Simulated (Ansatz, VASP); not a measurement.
# Two plane-wave programs on Pd

```
CELL_PARAMETERS angstrom
2.68031 0.00000 0.00000
-1.34016 2.32122 0.00000
0.00000 0.00000 4.51117
ATOMIC_POSITIONS crystal
Pd 0.33333 0.66667 0.25000
Pd 0.66667 0.33333 0.75000
```

Alike in both runs: task single point; functional PBEsol; k mesh 15 × 15 × 8; occupations fermi-dirac, width 0.05 eV; collinear spin.

|  | VASP | Ansatz |
| --- | --- | --- |
| version | VASP 6.6.1 | Ansatz 0.2.0 |
| potentials or method | VASP PAW PBE potentials, release 64 (Pd), cutoff 520 eV | plane waves (420 eV) with PAW, scalar-relativistic |
| valence electrons in the cell | 20 | 36 |

|  | VASP | Ansatz | Ansatz less VASP |
| --- | --- | --- | --- |
| pressure (GPa) | 8.9 | 9.3 | +0.40 |
| traceless stress, the component that is largest in VASP (GPa) | -0.71 | -0.66 | +0.043 |
| net moment per atom (μB) | 0.00 | 0.00 | 0.000 |

VASP's potentials were made for PBE, not for PBEsol, and Ansatz warns of the same on its side. With one functional, cell and mesh, what is left measures potentials, basis and numerics. VASP's potentials hold 20 valence electrons a cell and Ansatz's 36, so a difference there can come from the potentials and not from the codes. Ansatz's warnings: seeded moment not kept.
